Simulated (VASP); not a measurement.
The system is Cu.

```
Cu
1.0
     1.24236   -4.05437    0.00000
     1.24236    4.05437    0.00000
     0.00000    0.00000    2.52405
Cu
2
Cartesian
  1.2424 -2.9689 1.8930
  1.2424 2.9689 0.6310
```

Base run:

- Program: VASP 6.6.1
- Functional: PBE
- Potentials or basis: VASP PAW PBE potentials, release 64 (Cu)
- Cutoff: 520 eV
- k mesh: 11 × 11 × 11
- Occupations: fermi-dirac, width 0.05 eV
- Spin: no spin polarisation

Its results: band gap on the k mesh zero (bands 11 and 12 overlap by 5.32 eV); pressure -0.9 GPa; largest force 0.019 eV/Å.

Task: The run is repeated on the same cell with these changes: functional from PBE to PBEsol; further incar settings from ALGO = Fast; EDIFF = 1e-07; NBANDS = 18 to ALGO = Normal; EDIFF = 1e-07; NBANDS = 18. What comes out?

Result: Band gap on the k mesh zero (bands 11 and 12 overlap by 5.26 eV); pressure -8.2 GPa; largest force 0.069 eV/Å.

Caveats: the cell stands under tension (at least some runs); the PAW data sets were made with another functional, which shifts forces and pressure a little (at least some runs).
